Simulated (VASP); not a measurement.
Here is a VASP 6.6.1 calculation.

INCAR

```
ALGO     = Normal         # electronic algorithm
EDIFF    = 1E-6           # SCF threshold, eV
ENCUT    = 750            # plane-wave cutoff, eV
GGA      = PS             # functional
GGA_COMPAT= False        
ISIF     = 2              # what is computed and relaxed
ISMEAR   = 0              # smearing method
IVDW     = 12             # dispersion correction
LASPH    = True           # aspherical terms in the spheres
LCHARG   = False          # write CHGCAR
LREAL    = False          # projectors in reciprocal space
LWAVE    = False          # write WAVECAR
NBANDS   = 13             # bands
NELM     = 120            # most SCF steps
PREC     = Accurate       # precision mode
SIGMA    = 0.05           # smearing width, eV
```

The input KPOINTS:

```
k-points
0
Gamma
  8 8 8
```

POSCAR

```
Li2S
1.0
    0.0000000000      2.8319356863      2.8319356863
    2.8319356863      0.0000000000      2.8319356863
    2.8319356863      2.8319356863      0.0000000000
Li S
2 1
Direct
    0.2500000000      0.2500000000      0.2500000000
    0.7500000000      0.7500000000      0.7500000000
    0.0000000000      0.0000000000      0.0000000000
```

Potentials or basis: VASP PAW PBE potentials, release 64 (Li_sv, S).

The run is started by

```sh
$ cat potpaw_PBE.64/Li_sv/POTCAR potpaw_PBE.64/S/POTCAR > POTCAR
$ mpirun -np 1 vasp_std > vasp.out
```

Estimate the band gap on the k mesh.

3.21 eV, indirect (least direct gap 4.19 eV).

What does it give for the pressure?

-2.7 GPa.

Estimate the dispersion energy per atom.

-0.229 eV.

Caveat: the PAW data sets were made with another functional, which shifts forces and pressure a little. A k mesh can miss the band edges.
